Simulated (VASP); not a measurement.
# K (Pm-3m) in VASP: further runs

The runs below take K through single point, with PBEsol, LDA, BLYP.

Program: VASP 6.6.1. These are calculated values, not measurements. Logs are shortened: lines on timing, memory, paths and dates and some standing lists are left out, and cuts for length are marked.

**1. The cell of the first run**

It takes space group Pm-3m (No. 221, cubic). The conventional cell has a = 4.310 Å, b = 4.310 Å, c = 4.310 Å, α = 90.00°, β = 90.00°, γ = 90.00°. K (site symmetry m-3m) has 6 K at 4.31 Å within 5.7 Å.

**2. Single point, PBEsol**

INCAR reads:

```
PREC = Accurate
ENCUT = 500
EDIFF = 1E-6
ISMEAR = -1
SIGMA = 0.15
LREAL = F
LASPH = T
NELM = 120
ALGO = Normal
ISIF = 2
LWAVE = F
LCHARG = T
GGA = PS
LELF = T
LVHAR = T
NBANDS = 10
GGA_COMPAT = F
```

KPOINTS reads:

```
regular mesh
0
Gamma
  7 7 7
```

POSCAR reads:

```
K
1.0
    4.3104394900      0.0000000000      0.0000000000
    0.0000000000      4.3104394900      0.0000000000
    0.0000000000      0.0000000000      4.3104394900
K
1
Direct
    0.0000000000      0.0000000000      0.0000000000
```

Potentials or basis: VASP PAW PBE potentials, release 64 (K_sv).

Launch:

```sh
> cat potpaw_PBE.64/K_sv/POTCAR > POTCAR
> mpirun -np 1 vasp_std > vasp.out
```

OUTCAR:

```text
PREC = Accurate
   ENCUT = 500
   EDIFF = 1E-6
   ISMEAR = -1
   LREAL = F
   LASPH = T
   NELM = 120
   ISIF = 2
   GGA = PS

 ion  position               nearest neighbor table
   1  0.000  0.000  0.000-

  LATTYP: Found a simple cubic cell.
 ALAT       =     4.3104394900

  Lattice vectors:

 A1 = (   4.3104394900,   0.0000000000,   0.0000000000)
 A2 = (   0.0000000000,   4.3104394900,   0.0000000000)
 A3 = (   0.0000000000,   0.0000000000,   4.3104394900)

Analysis of symmetry for initial positions (statically):
=====================================================================
 Subroutine PRICEL returns:
 Original cell was already a primitive cell.

 Routine SETGRP: Setting up the symmetry group for a
 simple cubic supercell.

 Subroutine GETGRP returns: Found 48 space group operations
 (whereof 48 operations were pure point group operations)
 out of a pool of 48 trial point group operations.

The static configuration has the point symmetry O_h .

Analysis of symmetry for dynamics (positions and initial velocities):
=====================================================================
 Subroutine PRICEL returns:
 Original cell was already a primitive cell.

 Routine SETGRP: Setting up the symmetry group for a
 simple cubic supercell.

 Subroutine GETGRP returns: Found 48 space group operations
 (whereof 48 operations were pure point group operations)
 out of a pool of 48 trial point group operations.

The dynamic configuration has the point symmetry O_h .

 Subroutine INISYM returns: Found 48 space group operations
 (whereof 48 operations are pure point group operations),
 and found     1 'primitive' translations

----------------------------------------------------------------------------------------

                                     Primitive cell

  volume of cell :      80.0875

  direct lattice vectors                    reciprocal lattice vectors
     4.310439490  0.000000000  0.000000000     0.231994905  0.000000000  0.000000000
     0.000000000  4.310439490  0.000000000     0.000000000  0.231994905  0.000000000
     0.000000000  0.000000000  4.310439490     0.000000000  0.000000000  0.231994905

  length of vectors
     4.310439490  4.310439490  4.310439490     0.231994905  0.231994905  0.231994905

  position of ions in fractional coordinates (direct lattice)
     0.000000000  0.000000000  0.000000000

  ion indices of the primitive-cell ions
   primitive index   ion index
                 1           1

----------------------------------------------------------------------------------------

 KPOINTS: regular mesh

Automatic generation of k-mesh.
 Grid dimensions read from file:
 generate k-points for:    7    7    7

 Generating k-lattice:

  Cartesian coordinates                     Fractional coordinates (reciprocal lattice)
     0.033142129  0.000000000  0.000000000     0.142857143  0.000000000  0.000000000
     0.000000000  0.033142129  0.000000000     0.000000000  0.142857143  0.000000000
     0.000000000  0.000000000  0.033142129     0.000000000  0.000000000  0.142857143

  Length of vectors
     0.033142129  0.033142129  0.033142129

  Shift w.r.t. Gamma in fractional coordinates (k-lattice)
     0.000000000  0.000000000  0.000000000

 Subroutine IBZKPT returns following result:
 ===========================================

 Found     20 irreducible k-points:

 Following reciprocal coordinates:
            Coordinates               Weight
  0.000000  0.000000  0.000000      1.000000
  0.142857  0.000000  0.000000      6.000000
  0.285714  0.000000  0.000000      6.000000
  0.428571  0.000000  0.000000      6.000000
  0.142857  0.142857  0.000000     12.000000
  0.285714  0.142857  0.000000     24.000000
[... 12 lines left out ...]
  0.428571  0.428571  0.285714     24.000000
  0.428571  0.428571  0.428571      8.000000
   k-points           NKPTS =     20   k-points in BZ     NKDIM =     20   number of bands    NBANDS=     10
   number of dos      NEDOS =    301   number of ions     NIONS =      1
   total plane-waves  NPLWV =  32768
   dimension x,y,z NGX =    32 NGY =   32 NGZ =   32
   dimension x,y,z NGXF=    64 NGYF=   64 NGZF=   64
   ions per type =               1
   NGX,Y,Z   is equivalent  to a cutoff of  12.34, 12.34, 12.34 a.u.
   NGXF,Y,Z  is equivalent  to a cutoff of  24.68, 24.68, 24.68 a.u.
 SYSTEM =  unknown system
   PREC   = accura    normal or accurate (medium, high low for compatibility)
   ISTART =      0    job   : 0-new  1-cont  2-samecut
   ICHARG =      2    charge: 1-file 2-atom 10-const
   ISPIN  =      1    spin polarized calculation?
   LNONCOLLINEAR =      F non collinear calculations
   LSORBIT =      F    spin-orbit coupling
   LASPH  =      T    aspherical Exc in radial PAW
   ENCUT  =  500.0 eV  36.75 Ry    6.06 a.u.   7.86  7.86  7.86*2*pi/ulx,y,z
   NELM   =    120;   NELMIN=  2; NELMDL= -5     # of ELM steps
   EDIFF  = 0.1E-05   stopping-criterion for ELM
   LREAL  =      F    real-space projection
   EDIFFG = 0.1E-04   stopping-criterion for IOM
   NSW    =      0    number of steps for IOM
   IBRION =     -1    ionic relax: 0-MD 1-quasi-New 2-CG
   NFREE  =      0    steps in history (QN), initial steepest desc. (CG)
   ISIF   =      2    stress and relaxation
   ISYM   =      2    0-nonsym 1-usesym 2-fastsym
   POTIM  = 0.5000    time-step for ionic-motion
   TEBEG  =    0.0;   TEEND  =   0.0 temperature during run
   PSTRESS=    0.0 pullay stress
   NELECT =       9.0000    total number of electrons
   NUPDOWN=      -1.0000    fix difference up-down
   EMIN   =  10.00;   EMAX   =-10.00  energy-range for DOS
   EFERMI =   0.00;   METHOD = LEGACY
   ISMEAR =    -1;   SIGMA  =   0.15  broadening in eV -4-tet -1-fermi 0-gaus
   EFERMI_NEDOS =   21; number of points for ismear=-14 and -15
   IALGO  =     38    algorithm
   IMIX   =      4    mixing-type and parameters
     AMIX     =   0.40;   BMIX     =  1.00
     AMIX_MAG =   1.60;   BMIX_MAG =  1.00
  volume/ion in A,a.u.               =      80.09       540.46
  Fermi-wavevector in a.u.,A,eV,Ry     =   0.790013  1.492908  8.491671  0.624120
  Thomas-Fermi vector in A             =   1.895269
   LORBIT       =      0    0 simple, 1 ext, 2 COOP (PROOUT), +10 PAW based schemes
   GGA     = PS    functional components
   LHFCALC =     F    Hartree Fock is set to
   AEXX    =    0.0000 exact exchange contribution
   IVDW    =     0    specifies the selected vdW correction
   LEPSILON=     F    determine dielectric tensor
   LRPA    =     F    only Hartree local field effects (RPA)
 non-spin polarized calculation
  energy-cutoff  :      500.00
  volume of cell :       80.09
 maximum number of plane-waves:      2048
 NGX is ok and might be reduce to    32
   NGX = 15   NGY = 15   NGZ = 15

 number of electron       9.0000003 magnetization

 Free energy of the ion-electron system (eV)
  ---------------------------------------------------
  ext. energy  EPLUGINS =         0.00000000
  ---------------------------------------------------
  free energy    TOTEN  =        -1.05344541 eV

  energy without entropy =       -0.99458056  energy(sigma->0) =       -1.02401299

 E-fermi :  -0.3332     XC(G=0):  -5.4827

 val. band max:       -0.4456306384   @ k =   0.4286   0.1429   0.1429
 cond. band min:      -0.2883355209   @ k =   0.2857   0.2857   0.2857
 fundamental gap:      0.1572951175
 Fermi energy:        -0.3331995169

 k-point     1 :       0.0000    0.0000    0.0000
  band No.  band energies     occupation
      1     -32.5213      2.00000
      2     -16.0228      2.00000
      3     -16.0228      2.00000
      4     -16.0228      2.00000
      5      -2.3652      2.00000
      6       2.5703      0.00000
      7       2.5703      0.00000
      8       5.8441      0.00000
      9       5.8441      0.00000
     10       5.8474      0.00000

 k-point     2 :       0.1429    0.0000    0.0000
  band No.  band energies     occupation
      1     -32.5205      2.00000
      2     -16.0388      2.00000
      3     -16.0214      2.00000
      4     -16.0214      2.00000
      5      -2.1774      1.99999
      6       2.3474      0.00000
      7       2.6634      0.00000
      8       5.1996      0.00000
      9       5.1996      0.00000
     10       5.4502      0.00000

 k-point     3 :       0.2857    0.0000    0.0000
  band No.  band energies     occupation
      1     -32.5188      2.00000
      2     -16.0747      2.00000
      3     -16.0184      2.00000
      4     -16.0184      2.00000
      5      -1.6329      1.99965
      6       1.4967      0.00001
      7       2.9018      0.00000
      8       4.6618      0.00000
      9       4.6618      0.00000
     10       5.4696      0.00000

 k-point     4 :       0.4286    0.0000    0.0000
  band No.  band energies     occupation
      1     -32.5173      2.00000
      2     -16.1031      2.00000
      3     -16.0160      2.00000
      4     -16.0160      2.00000
      5      -0.7850      1.90621
      6       0.3317      0.02349
      7       3.1351      0.00000
      8       4.3732      0.00000
      9       4.3732      0.00000
     10       5.9834      0.00000
[... 170 lines left out ...]
 k-point    18 :       0.4286    0.2857    0.2857
  band No.  band energies     occupation
      1     -32.5123      2.00000
      2     -16.0907      2.00000
      3     -16.0614      2.00000
      4     -16.0597      2.00000
      5       0.4374      0.01168
      6       1.4572      0.00001
      7       2.5551      0.00000
      8       3.5844      0.00000
      9       3.5885      0.00000
     10       4.1394      0.00000

 k-point    19 :       0.4286    0.4286    0.2857
  band No.  band energies     occupation
      1     -32.5110      2.00000
      2     -16.0875      2.00000
      3     -16.0872      2.00000
      4     -16.0576      2.00000
      5       1.0296      0.00023
      6       1.9582      0.00000
      7       1.9647      0.00000
      8       3.0597      0.00000
      9       3.9686      0.00000
     10       4.1922      0.00000

 k-point    20 :       0.4286    0.4286    0.4286
  band No.  band energies     occupation
      1     -32.5096      2.00000
      2     -16.0844      2.00000
      3     -16.0839      2.00000
      4     -16.0839      2.00000
      5       1.5425      0.00001
      6       2.0397      0.00000
      7       2.0397      0.00000
      8       3.5781      0.00000
      9       3.9052      0.00000
     10       3.9052      0.00000

------------------------ aborting loop because EDIFF is reached ----------------------------------------

  FORCE on cell =-STRESS in cart. coord.  units (eV):
  Direction    XX          YY          ZZ          XY          YZ          ZX
  --------------------------------------------------------------------------------------
  -------------------------------------------------------------------------------------
  Total       -0.0638466     -0.0638466     -0.0638466      0.0000000      0.0000000      0.0000000
  in kB       -1.2772722     -1.2772722     -1.2772722      0.0000000      0.0000000      0.0000000
  external PRESSURE =      -1.2772722 kB  Pullay stress =       0.0000000 kB

 VOLUME and BASIS-vectors are now :
 -----------------------------------------------------------------------------
  energy-cutoff  :      500.00
  volume of cell :       80.09
      direct lattice vectors                 reciprocal lattice vectors
     4.310439490  0.000000000  0.000000000     0.231994905  0.000000000  0.000000000
     0.000000000  4.310439490  0.000000000     0.000000000  0.231994905  0.000000000
     0.000000000  0.000000000  4.310439490     0.000000000  0.000000000  0.231994905

 POSITION                                       TOTAL-FORCE (eV/Angst)
 -----------------------------------------------------------------------------------
      0.00000      0.00000      0.00000         0.000000      0.000000      0.000000
 -----------------------------------------------------------------------------------
    total drift:                                0.000000     -0.000000      0.000000

  FREE ENERGIE OF THE ION-ELECTRON SYSTEM (eV)
  ---------------------------------------------------
  free  energy   TOTEN  =        -1.0534454142 eV

  energy  without entropy=       -0.9945805601  energy(sigma->0) =       -1.02401299
```

It took 4.8 s on 1 thread of Intel Xeon 6975P-C (Granite Rapids), shared host; peak memory 0.16 GiB.

Results:

```
Free energy : -1.0534 eV
Pressure    : -0.1 GPa
```

Caveat: the PAW data sets were made with another functional, which shifts forces and pressure a little.

**3. Single point, LDA**

INCAR reads:

```
SYSTEM = K
ALGO = Normal ; EDIFF = 1E-6
ENCUT = 500 ; GGA = CA
GGA_COMPAT = .FALSE. ; ISIF = 2
ISMEAR = -1 ; LASPH = .TRUE.
LCHARG = .FALSE. ; LREAL = .FALSE.
LWAVE = .FALSE. ; NBANDS = 10
NELM = 120 ; PREC = Accurate
SIGMA = 0.15
```

KPOINTS reads:

```
k-points
0
G
  7 7 7
  0 0 0
```

POSCAR is that of step 2.

Potentials or basis: VASP PAW LDA potentials, release 64 (K_sv).

Launch:

```sh
> cat potpaw_LDA.64/K_sv/POTCAR > POTCAR
> mpirun -np 1 vasp_std > vasp.out
```

Run time: 3.4 s. Hardware: 1 thread of Intel Xeon 6975P-C (Granite Rapids), shared host; peak memory 0.14 GiB.

It converged, with:

- Free energy: -1.0696 eV
- Pressure: -0.4 GPa

Levels at points of the mesh, in eV from the Fermi level:
```
           k point  band 1  band 2  band 3  band 4  band 5  band 6  band 7  band 8  band 9  band 10
(0.00, 0.00, 0.00)  -31.99  -15.66  -15.66  -15.66   -2.04    2.80    2.80    6.01    6.01     6.12
```

[end of part 1 of 2]
